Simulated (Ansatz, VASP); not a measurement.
## RbBr: VASP beside Ansatz

```
CELL_PARAMETERS angstrom
4.07009 -0.01018 -0.01018
-0.01018 4.07009 -0.01018
-0.01018 -0.01018 4.07009
ATOMIC_POSITIONS crystal
Rb 0.00000 0.00000 0.00000
Br 0.50000 0.50000 0.50000
```

Change from the starting cell: equal xy, yz and zx engineering shears of -0.5 %.

Alike in both runs: functional PBEsol; k mesh 6 × 6 × 6; no spin polarisation.

Ansatz relaxed the structure, and its values are those at the end. VASP's run is a single point on that final structure, the one shown.

|  | VASP | Ansatz |
| --- | --- | --- |
| version | VASP 6.6.1 | Ansatz 0.2.0 |
| potentials or method | VASP PAW PBE potentials, release 64 (Rb_sv, Br), cutoff 520 eV | all-electron LAPW, scalar-relativistic |
| occupations | gaussian, width 0.01 eV | fixed |

Ansatz gave:

| Quantity | Value |
| --- | --- |
| gap on the k mesh at the Fermi level (eV) | 4.04 |
| pressure (GPa) | 0.0 |

Task: Which values does VASP return?

Result: gap on the k mesh at the Fermi level (eV): 4.04; pressure (GPa): 0.1.

VASP's potentials were made for PBE, not for PBEsol. Ansatz ran all-electron here, and VASP with PAW potentials.
